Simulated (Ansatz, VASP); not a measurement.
Two plane-wave programs on MnAs

File INCAR:

```
  ALGO = Normal
  EDIFF = 1E-6
  ENCUT = 520
  GGA = PE
  ISIF = 2
  ISMEAR = -1
  ISPIN = 2
  LASPH = T
  LCHARG = F
  LDAU = T
  LDAUJ = 0 0
  LDAUL = 2 -1
  LDAUPRINT = 1
  LDAUTYPE = 2
  LDAUU = 5.6 0
  LMAXMIX = 4
  LORBIT = 11
  LREAL = F
  LWAVE = F
  MAGMOM = 4.5 4.5 0 0
  NBANDS = 30
  NELM = 150
  PREC = Accurate
  SIGMA = 0.05
```

KPOINTS

```
k-points
0
Gamma
  6 6 4
```

Contents of POSCAR:

```
MnAs
1.0
    3.7099981600      0.0000000000      0.0000000000
   -1.8549990800      3.2129526600      0.0000000000
    0.0000000000      0.0000000000      5.6910000000
Mn As
2 2
Direct
    0.0000000000      0.0000000000      0.0000000000
    0.0000000000      0.0000000000      0.5000000000
    0.3333333300      0.6666666700      0.2500000000
    0.6666666700      0.3333333300      0.7500000000
```

Input for Ansatz:

```yaml
crystal:
  lattice:
    - [3.70999816, 0.0, 0.0]
    - [-1.85499908, 3.21295266, 0.0]
    - [0.0, 0.0, 5.691]
  atoms:
    - { symbol: Mn, position: [0.0, 0.0, 0.0], spin: 4.5 }
    - { symbol: Mn, position: [0.0, 0.0, 0.5], spin: 4.5 }
    - { symbol: As, position: [0.33333333, 0.66666667, 0.25] }
    - { symbol: As, position: [0.66666667, 0.33333333, 0.75] }
magnetization:
  spin_polarized: true
hamiltonian:
  xc: pbe
  pseudopotentials: { kind: paw }
  hubbard: { sites: [{ species: Mn, l: d, u_eff: 5.6 }] }
basis:
  ecutwfc: 420
kpoints:
  mp_grid: { grid: [6, 6, 4] }
scf:
  occupations: { method: fermi_dirac, width: 0.05 }
  lower_state_search: "off"
output:
  forces: true
  stress: true
  write_density: true
  write_potential: true
  elf: true
  volumetric_format: npy
```

Alike in both runs: task single point; functional PBE; k mesh 6 × 6 × 4; occupations fermi-dirac, width 0.05 eV; collinear spin; Hubbard terms Mn d U = 5.6 eV.

|  | VASP | Ansatz |
| --- | --- | --- |
| version | VASP 6.6.1 | Ansatz 0.2.0 |
| potentials or method | VASP PAW PBE potentials, release 64 (Mn_pv, As), cutoff 520 eV | PAW, plane waves, scalar-relativistic |
| valence electrons in the cell | 36 | 60 |

VASP gave:

```
pressure (GPa)                                                : 16.8
traceless stress, the component that is largest in VASP (GPa) : 2.66
net moment per atom (μB)                                      : 2.01
size of the moment on the site where the two differ most (μB) : 4.28
```

Task: What did Ansatz give for the same quantities?

Result: Pressure (GPa): 17.9; traceless stress, the component that is largest in VASP (GPa): 2.36; net moment per atom (μB): 2.01; size of the moment on the site where the two differ most (μB): 4.16.

Site moments also hang on the region over which each program counts them. The programs project onto different local orbitals, so the same U acts differently, and such runs can settle in different states. VASP's potentials hold 36 valence electrons a cell and Ansatz's 60, so a difference there can come from the potentials and not from the codes. Ansatz's warnings: filled band counts differ across k points.
